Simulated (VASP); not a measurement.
# GaP (I-4m2) in VASP: a series of runs, part 2 of 2

VASP 6.6.1. Earlier steps stand in the parts before.

**3. Single point, r2SCAN, non-collinear spin, zero start, spin-orbit coupling (epitaxial xy strain -3.0%)**

POSCAR reads:

```
GaP
1.0
    0.0000000000      2.6436373088      2.7943627968
    2.6436373088      0.0000000000      2.7943627968
    2.6436373088      2.6436373088      0.0000000000
Ga P
1 1
Direct
    0.0000000000      0.0000000000      0.0000000000
    0.2500000000      0.2500000000      0.2500000000
```

INCAR.step1 reads:

```
SYSTEM = GaP
PREC = Accurate
ENCUT = 520
ISMEAR = -1
SIGMA = 0.02
LREAL = .False.
LASPH = .True.
NELM = 150
LNONCOLLINEAR = .True.
MAGMOM = 0 0 0 0 0 0
LSORBIT = .True.
GGA_COMPAT = .False.
NBANDS = 30
GGA = PE
ALGO = Normal
EDIFF = 1E-4
LWAVE = .True.
LCHARG = .False.
```

INCAR.step2 reads:

```
SYSTEM = GaP
PREC = Accurate
ENCUT = 520
EDIFF = 1E-6
ISMEAR = -1
SIGMA = 0.02
LREAL = .False.
LASPH = .True.
NELM = 150
ALGO = Normal
ISIF = 2
LWAVE = .False.
LCHARG = .False.
LNONCOLLINEAR = .True.
MAGMOM = 0 0 0 0 0 0
LORBIT = 11
LSORBIT = .True.
GGA_COMPAT = .False.
LORBMOM = .True.
METAGGA = R2SCAN
LMIXTAU = .True.
NBANDS = 30
ISTART = 1
```

KPOINTS reads:

```
regular mesh
0
Gamma
  8 8 8
  0 0 0
```

Potentials or basis: VASP PAW PBE potentials, release 64 (Ga_d, P).

Started as:

```console
cat potpaw_PBE.64/Ga_d/POTCAR potpaw_PBE.64/P/POTCAR > POTCAR
cp INCAR.step1 INCAR
mpirun -np 1 vasp_ncl > vasp.out
cp INCAR.step2 INCAR
mpirun -np 1 vasp_ncl > vasp.out
```

OUTCAR:

```text
SYSTEM = GaP
   PREC = Accurate
   ENCUT = 520
   EDIFF = 1E-6
   ISMEAR = -1
   LREAL = .False.
   LASPH = .True.
   NELM = 150
   ISIF = 2
   LNONCOLLINEAR = .True.
   LORBIT = 11
   LSORBIT = .True.
   METAGGA = R2SCAN
   ISTART = 1

 ion  position               nearest neighbor table
   1  0.000  0.000  0.000-   2 2.33   2 2.33   2 2.33   2 2.33
   2  0.250  0.250  0.250-   1 2.33   1 2.33   1 2.33   1 2.33

  LATTYP: Found a body centered tetragonal cell.
 ALAT       =     3.7386677361
 C/A-ratio  =     1.4948441499

  Lattice vectors:

 A1 = (  -2.6436373088,   0.0000000000,   2.7943627968)
 A2 = (   2.6436373088,   0.0000000000,   2.7943627968)
 A3 = (   0.0000000000,   2.6436373088,  -2.7943627968)

Analysis of symmetry for initial positions (statically):
=====================================================================
 Subroutine PRICEL returns:
 Original cell was already a primitive cell.

 Routine SETGRP: Setting up the symmetry group for a
 body centered tetragonal supercell.

 Subroutine GETGRP returns: Found  8 space group operations
 (whereof  8 operations were pure point group operations)
 out of a pool of 16 trial point group operations.

The static configuration has the point symmetry D_2d.

Analysis of symmetry for dynamics (positions and initial velocities):
=====================================================================
 Subroutine PRICEL returns:
 Original cell was already a primitive cell.

 Routine SETGRP: Setting up the symmetry group for a
 body centered tetragonal supercell.

 Subroutine GETGRP returns: Found  8 space group operations
 (whereof  8 operations were pure point group operations)
 out of a pool of 16 trial point group operations.

The dynamic configuration has the point symmetry D_2d.

Analysis of structural, dynamic, and magnetic symmetry:
=====================================================================
 Subroutine PRICEL returns:
 Original cell was already a primitive cell.

 Routine SETGRP: Setting up the symmetry group for a
 body centered tetragonal supercell.

 Subroutine GETGRP returns: Found  8 space group operations
 (whereof  8 operations were pure point group operations)
 out of a pool of 16 trial point group operations.

The overall configuration has the point symmetry D_2d.

 Subroutine INISYM returns: Found  8 space group operations
 (whereof  8 operations are pure point group operations),
 and found     1 'primitive' translations

----------------------------------------------------------------------------------------

                                     Primitive cell

  volume of cell :      39.0586

  direct lattice vectors                    reciprocal lattice vectors
     0.000000000  2.643637309  2.794362797    -0.189133357  0.189133357  0.178931669
     2.643637309  0.000000000  2.794362797     0.189133357 -0.189133357  0.178931669
     2.643637309  2.643637309  0.000000000     0.189133357  0.189133357 -0.178931669

  length of vectors
     3.846723497  3.846723497  3.738667736     0.321806457  0.321806457  0.321806457

[... 925 lines left out ...]
     29      17.3321      0.00000
     30      17.3367      0.00000

 [... further k-points ...]
[... 5 lines left out ...]
  --------------------------------------------------------------------------------------
  -------------------------------------------------------------------------------------
  Total        1.2063324      1.2063324     -0.0342034      0.0000000      0.0000000      0.0000000
  in kB       49.4835717     49.4835717     -1.4030181      0.0000000      0.0000000      0.0000000
  external PRESSURE =      32.5213751 kB  Pullay stress =       0.0000000 kB

 VOLUME and BASIS-vectors are now :
 -----------------------------------------------------------------------------
  energy-cutoff  :      520.00
  volume of cell :       39.06
      direct lattice vectors                 reciprocal lattice vectors
     0.000000000  2.643637309  2.794362797    -0.189133357  0.189133357  0.178931669
     2.643637309  0.000000000  2.794362797     0.189133357 -0.189133357  0.178931669
     2.643637309  2.643637309  0.000000000     0.189133357  0.189133357 -0.178931669

 POSITION                                       TOTAL-FORCE (eV/Angst)
 -----------------------------------------------------------------------------------
      0.00000      0.00000      0.00000        -0.000000     -0.000000      0.000000
      1.32182      1.32182      1.39718         0.000000      0.000000     -0.000000
 -----------------------------------------------------------------------------------
    total drift:                               -0.000102     -0.000102      0.000324

  FREE ENERGIE OF THE ION-ELECTRON SYSTEM (eV)
  ---------------------------------------------------
  free  energy   TOTEN  =       -21.4321673387 eV

  energy  without entropy=      -21.4321673387  energy(sigma->0) =      -21.43216734

 orbital moment (x)

 # of ion     p       d       tot
 ----------------------------------------
  1         0.000  -0.000  -0.000
  2        -0.000   0.000  -0.000
 ----------------------------------------
           -0.000  -0.000  -0.000

 orbital moment (y)

 # of ion     p       d       tot
 ----------------------------------------
  1         0.000   0.000   0.000
  2         0.000   0.000   0.000
 ----------------------------------------
            0.000   0.000   0.000

 orbital moment (z)

 # of ion     p       d       tot
 ----------------------------------------
  1         0.000   0.000   0.000
  2         0.000   0.000   0.000
 ----------------------------------------
            0.000   0.000   0.000

 Spin-Orbit-Coupling matrix elements

 Ion:    1  E_soc:     -0.0114558
 l=   1
     0.0000000    -0.0010788    -0.0010769
    -0.0010788     0.0000000    -0.0010788
    -0.0010769    -0.0010788     0.0000000
 l=   2
     0.0000000    -0.0001694     0.0000000    -0.0001694    -0.0006615
    -0.0001694     0.0000000    -0.0004962    -0.0001700    -0.0001652
     0.0000000    -0.0004962     0.0000000    -0.0004962     0.0000000
    -0.0001694    -0.0001700    -0.0004962     0.0000000    -0.0001652
    -0.0006615    -0.0001652     0.0000000    -0.0001652     0.0000000
 l=   3
     0.0000000     0.0000000     0.0000000     0.0000000     0.0000000     0.0000000     0.0000000
     0.0000000     0.0000000     0.0000000     0.0000000     0.0000000     0.0000000     0.0000000
     0.0000000     0.0000000     0.0000000     0.0000000     0.0000000     0.0000000     0.0000000
     0.0000000     0.0000000     0.0000000     0.0000000     0.0000000     0.0000000     0.0000000
     0.0000000     0.0000000     0.0000000     0.0000000     0.0000000     0.0000000     0.0000000
     0.0000000     0.0000000     0.0000000     0.0000000     0.0000000     0.0000000     0.0000000
     0.0000000     0.0000000     0.0000000     0.0000000     0.0000000     0.0000000     0.0000000

 Ion:    2  E_soc:     -0.0008313
 l=   1
     0.0000000    -0.0001370    -0.0001416
    -0.0001370     0.0000000    -0.0001370
    -0.0001416    -0.0001370     0.0000000
 l=   2
     0.0000000     0.0000000     0.0000000     0.0000000     0.0000000
     0.0000000     0.0000000     0.0000000     0.0000000     0.0000000
     0.0000000     0.0000000     0.0000000     0.0000000     0.0000000
     0.0000000     0.0000000     0.0000000     0.0000000     0.0000000
     0.0000000     0.0000000     0.0000000     0.0000000     0.0000000
 l=   3
     0.0000000     0.0000000     0.0000000     0.0000000     0.0000000     0.0000000     0.0000000
     0.0000000     0.0000000     0.0000000     0.0000000     0.0000000     0.0000000     0.0000000
     0.0000000     0.0000000     0.0000000     0.0000000     0.0000000     0.0000000     0.0000000
     0.0000000     0.0000000     0.0000000     0.0000000     0.0000000     0.0000000     0.0000000
     0.0000000     0.0000000     0.0000000     0.0000000     0.0000000     0.0000000     0.0000000
     0.0000000     0.0000000     0.0000000     0.0000000     0.0000000     0.0000000     0.0000000
     0.0000000     0.0000000     0.0000000     0.0000000     0.0000000     0.0000000     0.0000000

 total charge

# of ion       s       p       d       tot
------------------------------------------
    1        0.835   0.884  10.026  11.745
    2        1.008   1.564   0.000   2.571
--------------------------------------------------
tot          1.843   2.448  10.026  14.317

 magnetization (x)

# of ion       s       p       d       tot
------------------------------------------
    1        0.000   0.000   0.000   0.000
    2        0.000   0.000   0.000   0.000
--------------------------------------------------
tot          0.000   0.000   0.000   0.000

 magnetization (y)

# of ion       s       p       d       tot
------------------------------------------
    1       -0.000   0.000  -0.000  -0.000
    2       -0.000   0.000   0.000  -0.000
--------------------------------------------------
tot         -0.000   0.000  -0.000  -0.000

 magnetization (z)

# of ion       s       p       d       tot
------------------------------------------
    1       -0.000   0.000  -0.000   0.000
    2        0.000  -0.000   0.000  -0.000
--------------------------------------------------
tot          0.000  -0.000  -0.000  -0.000
```

Wall time 28 min (1 thread of AMD EPYC 7R43 (Zen 3), shared host); peak memory 0.35 GiB.

What came out:

* Free energy: -21.4322 eV
* Pressure: 3.3 GPa
* Net moment: 0.00 μB per cell
* Valence electrons inside the program's atomic spheres: Ga 11.74; P 2.57

Stress tensor (GPa, compression positive):
```
 4.95  0.00  0.00
 0.00  4.95  0.00
 0.00  0.00 -0.14
```

Moments on the atoms (μB; x, y, z):
```
Ga  0.00 0.00 0.00
P   0.00 0.00 0.00
```

Caveat: the cell differs from its parent crystal (epitaxial xy strain -3.0%); the PAW data sets were made with another functional, which shifts forces and pressure a little.
